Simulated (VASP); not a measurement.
Wanted: the native input for a VASP 6.6.1 run.

- Task: relaxation of volume and atoms at fixed shape
- Functional: r2SCAN
- Potentials or basis: VASP PAW PBE potentials, release 64 (Nb_sv)
- Cutoff: 600 eV
- k mesh: 9 × 9 × 9
- Occupations: fermi-dirac, width 0.02 eV
- Spin: no spin polarisation
- Dipole correction: no
- Further INCAR settings: ALGO = Normal; EDIFF = 1e-06; IBRION = 2; EDIFFG = -0.02; NSW = 80; ISIF = 8

Nb:

```
CELL_PARAMETERS angstrom
-1.66395 1.66395 1.66395
1.66395 -1.66395 1.66395
1.66395 1.66395 -1.66395
ATOMIC_POSITIONS crystal
Nb 0.00000 0.00000 0.00000
```

The input as run:

POSCAR

```
Nb
1.0
   -1.6639500000      1.6639500000      1.6639500000
    1.6639500000     -1.6639500000      1.6639500000
    1.6639500000      1.6639500000     -1.6639500000
Nb
1
Direct
    0.0000000000      0.0000000000      0.0000000000
```

INCAR.step1

```
SYSTEM = Nb
  PREC = Accurate
  ENCUT = 600
  ISMEAR = -1
  SIGMA = 0.02
  LREAL = .FALSE.
  LASPH = .TRUE.
  NELM = 60
  GGA = PE
  ALGO = Normal
  EDIFF = 1E-4
  LWAVE = .TRUE.
  LCHARG = .FALSE.
```

INCAR.step2

```
SYSTEM = Nb
  PREC = Accurate
  ENCUT = 600
  EDIFF = 1E-6
  ISMEAR = -1
  SIGMA = 0.02
  LREAL = .FALSE.
  LASPH = .TRUE.
  NELM = 60
  ALGO = Normal
  ISIF = 8
  LWAVE = .FALSE.
  LCHARG = .FALSE.
  METAGGA = R2SCAN
  LMIXTAU = .TRUE.
  IBRION = 2
  NSW = 80
  EDIFFG = -0.02
  ISTART = 1
```

KPOINTS

```
regular mesh
0
G
  9 9 9
  0 0 0
```

Potentials or basis: VASP PAW PBE potentials, release 64 (Nb_sv).

The run is started by

```console
$ cat potpaw_PBE.64/Nb_sv/POTCAR > POTCAR
$ cp INCAR.step1 INCAR
$ mpirun -np 1 vasp_std > vasp.out
$ cp INCAR.step2 INCAR
$ mpirun -np 1 vasp_std > vasp.out
```

It gave:

The relaxed volume is 17.99 Å³/atom and the relaxed cell is a = 2.859 Å, b = 2.859 Å, c = 2.859 Å, α = 109.47°, β = 109.47°, γ = 109.47°. The space group after relaxing (to 0.05 Å) is Im-3m (No. 229). The energy gained by relaxing is 5.7 meV/atom, the ionic steps are 3 and the pressure after relaxing is 0.0 GPa.

Caveat: the PAW data sets were made with another functional, which shifts forces and pressure a little.

Wall time 73 s on 1 thread of Intel(R) Xeon(R) Platinum 8259CL CPU @ 2.50GHz (Skylake/Cascade Lake), on a shared host, peak memory 0.15 GiB.
